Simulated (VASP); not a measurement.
Here is a VASP 6.6.1 calculation.

The input INCAR:

```
PREC = Accurate ; ENCUT = 520
EDIFF = 1E-7 ; ISMEAR = 1
SIGMA = 0.1 ; LREAL = F
LASPH = T ; NELM = 100
ALGO = Normal ; ISIF = 2
LWAVE = F ; LCHARG = T
GGA = PS ; LELF = T
LVHAR = T ; NBANDS = 14
```

The input KPOINTS:

```
regular mesh
0
Gamma
  7 7 2
```

POSCAR

```
Al
1.0
    2.8270770000      0.0000000000      0.0000000000
   -1.4135390000      2.4483210000      0.0000000000
    0.0000000000      0.0000000000      9.1859930000
Al
4
Direct
    0.0000000000      0.0000000000      0.0000000000
    0.3333333333      0.6666666667      0.2500000000
    0.0000000000      0.0000000000      0.5000000000
    0.6666666667      0.3333333333      0.7500000000
```

Potentials or basis: VASP PAW PBE potentials, release 64 (Al).

Run with:

```bash
$ cat potpaw_PBE.64/Al/POTCAR > POTCAR
$ mpirun -np 1 vasp_std > vasp.out
```

Question: Estimate the band gap on the k mesh.

Answer: Zero (band 6 reaches 12.29 eV, above the bottom of band 7 at 7.10 eV).

Question: Estimate the pressure.

Answer: 1.9 GPa.

Stress tensor (GPa, compression positive):
```
1.75 0.00 0.00
0.00 1.75 0.00
0.00 0.00 2.28
```

Caveat: the k points lie up to 0.37 Å⁻¹ apart; the PAW data sets were made with another functional, which shifts forces and pressure a little.
